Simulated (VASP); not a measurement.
# TiNi (Pm-3m) in VASP: notebook

The runs below take TiNi through single point, with r2SCAN.

All numbers are computed with VASP 6.6.1; they aren't measurements. Logs are shortened: lines on timing, memory, paths and dates and some standing lists are left out, and cuts for length are marked.

### 1 The cell of the first run

Symmetry: Pm-3m, No. 221, cubic system. Conventional cell: a = 2.989 Å, b = 2.989 Å, c = 2.989 Å, α = 90.00°, β = 90.00°, γ = 90.00°. Ti (site symmetry m-3m) has 8 Ni at 2.59 Å and 6 Ti at 2.99 Å within 3.4 Å. Within 3.4 Å of Ni (site symmetry m-3m) lie 8 Ti at 2.59 Å and 6 Ni at 2.99 Å.

### 2 Single point, r2SCAN

File POSCAR:

```
TiNi
1.0
    2.9885839385      0.0000000000      0.0000000000
    0.0000000000      2.9885839385      0.0000000000
    0.0000000000      0.0000000000      2.9885839385
Ti Ni
1 1
Direct
    0.5000000000      0.5000000000      0.5000000000
    0.0000000000      0.0000000000      0.0000000000
```

File INCAR.step1:

```
SYSTEM = TiNi
ALGO = Normal ; EDIFF = 1E-4
ENCUT = 520 ; GGA = PE
ISMEAR = 0 ; LASPH = .True.
LCHARG = .False. ; LREAL = .False.
LWAVE = .True. ; NBANDS = 18
NELM = 60 ; PREC = Accurate
SIGMA = 0.1
```

File INCAR.step2:

```
SYSTEM = TiNi
ALGO = Normal ; EDIFF = 1E-7
ENCUT = 520 ; ISIF = 2
ISMEAR = 0 ; ISTART = 1
LASPH = .True. ; LCHARG = .False.
LMIXTAU = .True. ; LREAL = .False.
LWAVE = .False. ; METAGGA = R2SCAN
NBANDS = 18 ; NELM = 60
PREC = Accurate ; SIGMA = 0.1
```

File KPOINTS:

```
k-points
0
Gamma
  14 14 14
  0 0 0
```

Potentials or basis: VASP PAW PBE potentials, release 64 (Ti_sv, Ni).

Launch:

```bash
$ cat potpaw_PBE.64/Ti_sv/POTCAR potpaw_PBE.64/Ni/POTCAR > POTCAR
$ cp INCAR.step1 INCAR
$ mpirun -np 1 vasp_std > vasp.out
$ cp INCAR.step2 INCAR
$ mpirun -np 1 vasp_std > vasp.out
```

OUTCAR:

```text
SYSTEM = TiNi
   EDIFF = 1E-7
   ENCUT = 520
   ISIF = 2
   ISMEAR = 0
   ISTART = 1
   LASPH = .True.
   LREAL = .False.
   METAGGA = R2SCAN
   NELM = 60
   PREC = Accurate

 ion  position               nearest neighbor table
   1  0.500  0.500  0.500-   2 2.59   2 2.59   2 2.59   2 2.59   2 2.59   2 2.59   2 2.59   2 2.59

   2  0.000  0.000  0.000-   1 2.59   1 2.59   1 2.59   1 2.59   1 2.59   1 2.59   1 2.59   1 2.59

  LATTYP: Found a simple cubic cell.
 ALAT       =     2.9885839385

  Lattice vectors:

 A1 = (   2.9885839385,   0.0000000000,   0.0000000000)
 A2 = (   0.0000000000,   2.9885839385,   0.0000000000)
 A3 = (   0.0000000000,   0.0000000000,   2.9885839385)

Analysis of symmetry for initial positions (statically):
=====================================================================
 Subroutine PRICEL returns:
 Original cell was already a primitive cell.

 Routine SETGRP: Setting up the symmetry group for a
 simple cubic supercell.

 Subroutine GETGRP returns: Found 48 space group operations
 (whereof 48 operations were pure point group operations)
 out of a pool of 48 trial point group operations.

The static configuration has the point symmetry O_h .

Analysis of symmetry for dynamics (positions and initial velocities):
=====================================================================
 Subroutine PRICEL returns:
 Original cell was already a primitive cell.

 Routine SETGRP: Setting up the symmetry group for a
 simple cubic supercell.

 Subroutine GETGRP returns: Found 48 space group operations
 (whereof 48 operations were pure point group operations)
 out of a pool of 48 trial point group operations.

The dynamic configuration has the point symmetry O_h .

 Subroutine INISYM returns: Found 48 space group operations
 (whereof 48 operations are pure point group operations),
 and found     1 'primitive' translations

----------------------------------------------------------------------------------------

                                     Primitive cell

  volume of cell :      26.6929

  direct lattice vectors                    reciprocal lattice vectors
     2.988583939  0.000000000  0.000000000     0.334606630  0.000000000  0.000000000
     0.000000000  2.988583939  0.000000000     0.000000000  0.334606630  0.000000000
     0.000000000  0.000000000  2.988583939     0.000000000  0.000000000  0.334606630

  length of vectors
     2.988583939  2.988583939  2.988583939     0.334606630  0.334606630  0.334606630

  position of ions in fractional coordinates (direct lattice)
     0.500000000  0.500000000  0.500000000
     0.000000000  0.000000000  0.000000000

  ion indices of the primitive-cell ions
   primitive index   ion index
                 1           1
                 2           2

----------------------------------------------------------------------------------------

 KPOINTS: k-points

Automatic generation of k-mesh.
 Grid dimensions read from file:
 generate k-points for:   14   14   14

 Generating k-lattice:

  Cartesian coordinates                     Fractional coordinates (reciprocal lattice)
     0.023900474  0.000000000  0.000000000     0.071428571  0.000000000  0.000000000
     0.000000000  0.023900474  0.000000000     0.000000000  0.071428571  0.000000000
     0.000000000  0.000000000  0.023900474     0.000000000  0.000000000  0.071428571

  Length of vectors
     0.023900474  0.023900474  0.023900474

  Shift w.r.t. Gamma in fractional coordinates (k-lattice)
     0.000000000  0.000000000  0.000000000

 Subroutine IBZKPT returns following result:
 ===========================================

 Found    120 irreducible k-points:

 Following reciprocal coordinates:
            Coordinates               Weight
  0.000000  0.000000  0.000000      1.000000
  0.071429  0.000000  0.000000      6.000000
  0.142857  0.000000  0.000000      6.000000
  0.214286  0.000000  0.000000      6.000000
  0.285714  0.000000  0.000000      6.000000
  0.357143  0.000000  0.000000      6.000000
[... 16 lines left out ...]
  0.285714  0.214286  0.000000     24.000000
  0.357143  0.214286  0.000000     24.000000
 [... further k-points ...]
   k-points           NKPTS =    120   k-points in BZ     NKDIM =    120   number of bands    NBANDS=     18
   number of dos      NEDOS =    301   number of ions     NIONS =      2
   total plane-waves  NPLWV =  13824
   dimension x,y,z NGX =    24 NGY =   24 NGZ =   24
   dimension x,y,z NGXF=    48 NGYF=   48 NGZF=   48
   ions per type =               1   1
   NGX,Y,Z   is equivalent  to a cutoff of  13.35, 13.35, 13.35 a.u.
   NGXF,Y,Z  is equivalent  to a cutoff of  26.70, 26.70, 26.70 a.u.
 SYSTEM =  TiNi
   PREC   = accura    normal or accurate (medium, high low for compatibility)
   ISTART =      1    job   : 0-new  1-cont  2-samecut
   ICHARG =      0    charge: 1-file 2-atom 10-const
   ISPIN  =      1    spin polarized calculation?
   LNONCOLLINEAR =      F non collinear calculations
   LSORBIT =      F    spin-orbit coupling
   LASPH  =      T    aspherical Exc in radial PAW
   ENCUT  =  520.0 eV  38.22 Ry    6.18 a.u.   5.56  5.56  5.56*2*pi/ulx,y,z
   NELM   =     60;   NELMIN=  2; NELMDL=  0     # of ELM steps
   EDIFF  = 0.1E-06   stopping-criterion for ELM
   LREAL  =      F    real-space projection
   EDIFFG = 0.1E-05   stopping-criterion for IOM
   NSW    =      0    number of steps for IOM
   IBRION =     -1    ionic relax: 0-MD 1-quasi-New 2-CG
   NFREE  =      0    steps in history (QN), initial steepest desc. (CG)
   ISIF   =      2    stress and relaxation
   ISYM   =      2    0-nonsym 1-usesym 2-fastsym
   POTIM  = 0.5000    time-step for ionic-motion
   TEBEG  =    0.0;   TEEND  =   0.0 temperature during run
   PSTRESS=    0.0 pullay stress
   NELECT =      22.0000    total number of electrons
   NUPDOWN=      -1.0000    fix difference up-down
   EMIN   =  10.00;   EMAX   =-10.00  energy-range for DOS
   EFERMI =   0.00;   METHOD = LEGACY
   ISMEAR =     0;   SIGMA  =   0.10  broadening in eV -4-tet -1-fermi 0-gaus
   EFERMI_NEDOS =   21; number of points for ismear=-14 and -15
   IALGO  =     38    algorithm
   IMIX   =      4    mixing-type and parameters
     AMIX     =   0.40;   BMIX     =  1.00
     AMIX_MAG =   1.60;   BMIX_MAG =  1.00
  volume/ion in A,a.u.               =      13.35        90.07
  Fermi-wavevector in a.u.,A,eV,Ry     =   1.534912  2.900564 32.054729  2.355956
  Thomas-Fermi vector in A             =   2.641774
   LORBIT       =      0    0 simple, 1 ext, 2 COOP (PROOUT), +10 PAW based schemes
   METAGGA = R2SCAN    functional components
   LHFCALC =     F    Hartree Fock is set to
   AEXX    =    0.0000 exact exchange contribution
   IVDW    =     0    specifies the selected vdW correction
   LEPSILON=     F    determine dielectric tensor
   LRPA    =     F    only Hartree local field effects (RPA)
 non-spin polarized calculation
 Gauss-broadening in eV      SIGMA  =   0.10
  energy-cutoff  :      520.00
  volume of cell :       26.69
 maximum number of plane-waves:       739
 NGX is ok and might be reduce to    24
   NGX = 11   NGY = 11   NGZ = 11

 number of electron      21.9999986 magnetization

 Free energy of the ion-electron system (eV)
  ---------------------------------------------------
  ext. energy  EPLUGINS =         0.00000000
  ---------------------------------------------------
  free energy    TOTEN  =       -25.57898732 eV

  energy without entropy =      -25.56648510  energy(sigma->0) =      -25.57273621

 E-fermi :   9.5844     XC(G=0): -13.5547

 val. band max:        9.5700296772   @ k =   0.5000   0.4286   0.0000
 cond. band min:       9.5933102431   @ k =   0.3571   0.0000   0.0000
 fundamental gap:      0.0232805659
 Fermi energy:         9.5844265442

 k-point     1 :       0.0000    0.0000    0.0000
  band No.  band energies     occupation
      1     -50.0266      2.00000
      2     -25.0737      2.00000
      3     -25.0737      2.00000
      4     -25.0737      2.00000
      5       1.3187      2.00000
      6       5.5302      2.00000
[... 10 lines left out ...]
     17      18.6420      0.00000
     18      18.6420      0.00000

 k-point     2 :       0.0714    0.0000    0.0000
  band No.  band energies     occupation
      1     -50.0250      2.00000
      2     -25.0892      2.00000
      3     -25.0726      2.00000
      4     -25.0726      2.00000
      5       1.4228      2.00000
      6       5.5716      2.00000
[... 10 lines left out ...]
     17      18.8848      0.00000
     18      18.8848      0.00000

 k-point     3 :       0.1429    0.0000    0.0000
  band No.  band energies     occupation
      1     -50.0205      2.00000
      2     -25.1322      2.00000
      3     -25.0692      2.00000
      4     -25.0692      2.00000
      5       1.7300      2.00000
      6       5.6842      2.00000
[... 10 lines left out ...]
     17      19.5505      0.00000
     18      19.5505      0.00000

 k-point     4 :       0.2143    0.0000    0.0000
  band No.  band energies     occupation
      1     -50.0140      2.00000
      2     -25.1939      2.00000
      3     -25.0644      2.00000
      4     -25.0644      2.00000
      5       2.2245      2.00000
      6       5.8341      2.00000
[... 375 lines left out ...]
      4     -25.0544      2.00000
      5       3.0284      2.00000
      6       6.0139      2.00000
[... 10 lines left out ...]
     17      17.9902      0.00000
     18      21.8471      0.00000

 k-point    23 :       0.2857    0.2143    0.0000
  band No.  band energies     occupation
      1     -49.9949      2.00000
      2     -25.2472      2.00000
      3     -25.1728      2.00000
      4     -25.0487      2.00000
      5       3.5855      2.00000
      6       6.0543      2.00000
[... 10 lines left out ...]
     17      18.3721      0.00000
     18      22.7543      0.00000

 k-point    24 :       0.3571    0.2143    0.0000
  band No.  band energies     occupation
      1     -49.9886      2.00000
      2     -25.3057      2.00000
      3     -25.1664      2.00000
      4     -25.0435      2.00000
      5       4.2036      2.00000
      6       6.0148      2.00000
[... 10 lines left out ...]
     17      19.1124      0.00000
     18      23.4152      0.00000

 [... further k-points ...]
[... 5 lines left out ...]
  --------------------------------------------------------------------------------------
  -------------------------------------------------------------------------------------
  Total        0.0855910      0.0855910      0.0855910      0.0000000      0.0000000     -0.0000000
  in kB        5.1373892      5.1373892      5.1373892      0.0000000      0.0000000     -0.0000000
  external PRESSURE =       5.1373892 kB  Pullay stress =       0.0000000 kB

 VOLUME and BASIS-vectors are now :
 -----------------------------------------------------------------------------
  energy-cutoff  :      520.00
  volume of cell :       26.69
      direct lattice vectors                 reciprocal lattice vectors
     2.988583939  0.000000000  0.000000000     0.334606630  0.000000000  0.000000000
     0.000000000  2.988583939  0.000000000     0.000000000  0.334606630  0.000000000
     0.000000000  0.000000000  2.988583939     0.000000000  0.000000000  0.334606630

 POSITION                                       TOTAL-FORCE (eV/Angst)
 -----------------------------------------------------------------------------------
      1.49429      1.49429      1.49429         0.000000      0.000000      0.000000
      0.00000      0.00000      0.00000         0.000000      0.000000      0.000000
 -----------------------------------------------------------------------------------
    total drift:                                0.000000      0.000000     -0.000000

  FREE ENERGIE OF THE ION-ELECTRON SYSTEM (eV)
  ---------------------------------------------------
  free  energy   TOTEN  =       -25.5789873238 eV

  energy  without entropy=      -25.5664850986  energy(sigma->0) =      -25.57273621
```

It took 4.8 min on 1 thread of Intel Xeon 8259CL, shared host; peak memory 0.19 GiB.

What came out:

* Free energy: -25.5790 eV
* Pressure: 0.5 GPa
* Band gap on the k mesh: zero (bands 11 and 12 overlap by 1.84 eV)

Caveat: the PAW data sets were made with another functional, which shifts forces and pressure a little. Spin polarisation is off, so any magnetic state and its effect on volume and gap are missing.

### 3 Single point, r2SCAN (13.75 Å³/atom)

This run uses another cell than the first one, of 13.75 Å³/atom.

File POSCAR:

```
TiNi
1.0
    3.0181758030      0.0000000000      0.0000000000
    0.0000000000      3.0181758030      0.0000000000
    0.0000000000      0.0000000000      3.0181758030
Ti Ni
1 1
Direct
    0.5000000000      0.5000000000      0.5000000000
    0.0000000000      0.0000000000      0.0000000000
```

File INCAR.step1:

```
ALGO = Normal
EDIFF = 1E-4
ENCUT = 520
GGA = PE
ISMEAR = 0
LASPH = T
LCHARG = F
LREAL = F
LWAVE = T
NBANDS = 18
NELM = 60
PREC = Accurate
SIGMA = 0.1
```

File INCAR.step2:

```
ALGO = Normal
EDIFF = 1E-6
ENCUT = 520
ISIF = 2
ISMEAR = 0
ISTART = 1
LASPH = T
LCHARG = T
LELF = T
LMIXTAU = T
LREAL = F
LVHAR = T
LWAVE = F
METAGGA = R2SCAN
NBANDS = 18
NELM = 60
PREC = Accurate
SIGMA = 0.1
```

File KPOINTS:

```
k-points
0
Gamma
  14 14 14
```

Potentials or basis: VASP PAW PBE potentials, release 64 (Ti_sv, Ni).

Launch:

```bash
$ cat potpaw_PBE.64/Ti_sv/POTCAR potpaw_PBE.64/Ni/POTCAR > POTCAR
$ cp INCAR.step1 INCAR
$ mpirun -np 1 vasp_std > vasp.out
$ cp INCAR.step2 INCAR
$ mpirun -np 1 vasp_std > vasp.out
```

Run time: 4.4 min. Hardware: 1 thread of Intel Xeon 8259CL, shared host; peak memory 0.19 GiB.

Results (log left out):

```yaml
Free_energy: -25.5695 eV
Pressure: -4.4 GPa
Band_gap_on_the_k_mesh: zero (bands 11 and 12 overlap by 1.78 eV)
```

Levels at points of the mesh, in eV from the Fermi level:
| k point | band 8 | band 9 | band 10 | band 11 | band 12 | band 13 | band 14 | band 15 |
| --- | --- | --- | --- | --- | --- | --- | --- | --- |
| (0.00, 0.00, 0.00) | -1.99 | -1.99 | -1.99 | 0.52 | 0.52 | 2.60 | 2.60 | 2.60 |
| (0.50, 0.00, 0.00) | -2.12 | -2.12 | -1.70 | -0.64 | -0.62 | 0.67 | 0.67 | 2.27 |
| (0.50, 0.50, 0.00) | -2.75 | -1.28 | -0.73 | 0.30 | 0.30 | 0.98 | 2.29 | 2.29 |
| (0.50, 0.50, 0.50) | -2.20 | -2.20 | -2.20 | -1.25 | -1.25 | 3.21 | 3.21 | 6.42 |

Caveat: the cell stands under tension; the PAW data sets were made with another functional, which shifts forces and pressure a little.

(Part 1 of 2 ends here.)

The gap in the log of VASP goes by the Fermi energy; the results here count the filled bands.